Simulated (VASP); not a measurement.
Set up this calculation in VASP 6.6.1, as the native input.

| Item | Value |
| --- | --- |
| Task | electric field gradients |
| Functional | PBEsol |
| Potentials or basis | VASP PAW PBE potentials, release 64 (Ta_pv, N) |
| Cutoff | 520 eV |
| k mesh | 9 × 9 × 5 |
| Occupations | fermi-dirac, width 0.01 eV |
| Spin | no spin polarisation |
| Dipole correction | no |
| Further INCAR settings | ALGO = Normal; EDIFF = 1e-08; NBANDS = 24 |

The structure of TaN lies in POSCAR:

```
TaN
1.0
    3.0480019786      0.0000000000      0.0000000000
   -1.5240009893      2.6396471442      0.0000000000
    0.0000000000      0.0000000000      5.0163600000
Ta N
2 2
Direct
    0.0000000000      0.0000000000      0.0000000000
    0.0000000000      0.0000000000      0.5000000000
    0.3333333333      0.6666666667      0.2500000000
    0.6666666667      0.3333333333      0.7500000000
```

This cell differs from its parent crystal: zz strain of +2 %.

The input as run:

INCAR

```
SYSTEM = TaN
ALGO = Normal
EDIFF = 1E-8
ENCUT = 520
GGA = PS
GGA_COMPAT = .False.
ISIF = 2
ISMEAR = -1
LASPH = .True.
LCHARG = .False.
LEFG = .True.
LREAL = .False.
LWAVE = .False.
NBANDS = 24
NELM = 120
PREC = Accurate
SIGMA = 0.01
```

KPOINTS

```
k-points
0
Gamma
  9 9 5
  0 0 0
```

Potentials or basis: VASP PAW PBE potentials, release 64 (Ta_pv, N).

Launch:

```console
$ cat potpaw_PBE.64/Ta_pv/POTCAR potpaw_PBE.64/N/POTCAR > POTCAR
$ mpirun -np 1 vasp_std > vasp.out
```

It gave:

* Pressure: 37.7 GPa
* Band gap on the k mesh: zero (band 16 reaches 9.98 eV, above the bottom of band 17 at 7.86 eV)

Caveat: the cell differs from its parent crystal (zz strain of +2 %); without QUAD_EFG the Cq values of the log hold for a quadrupole moment of 1 mb, not for the nuclei; the PAW data sets were made with another functional, which shifts forces and pressure a little; spin-orbit coupling is left out, which moves the levels of the heavy elements.

Run time: 32 s on 1 thread of Intel(R) Xeon(R) Platinum 8259CL CPU @ 2.50GHz (Skylake/Cascade Lake), with other jobs on the host, peak memory 0.17 GiB.
